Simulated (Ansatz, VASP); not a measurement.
## KF: VASP beside Ansatz

```xyz
2
Lattice="0.0000 2.6542 2.6542 2.6542 0.0000 2.6542 2.6542 2.6542 0.0000" Properties=species:S:1:pos:R:3 pbc="T T T"
K     0.0100    0.0100    0.0100
F     2.6542    2.6542    2.6542
```

Change from the starting cell: atom 1 moved by [0.01, 0.01, 0.01] A.

Alike in both runs: task single point; functional PBEsol; k mesh 8 × 8 × 8; no spin polarisation.

|  | VASP | Ansatz |
| --- | --- | --- |
| version | VASP 6.6.1 | Ansatz 0.2.0 |
| potentials or method | VASP PAW PBE potentials, release 64 (K_sv, F), cutoff 520 eV | all-electron LAPW, scalar-relativistic |
| occupations | gaussian, width 0.01 eV | fixed |

```tsv
	VASP	Ansatz	Ansatz less VASP
gap on the k mesh at the Fermi level (eV)	6.13	6.14	+0.012
pressure (GPa)	0.0	0.0	-0.06
rms of the force components (eV/Å)	0.016	0.015	-0.0007
```

VASP's potentials were made for PBE, not for PBEsol. Atom by atom the forces differ by 0.001 eV/Å (rms over components). Ansatz ran all-electron here, and VASP with PAW potentials.
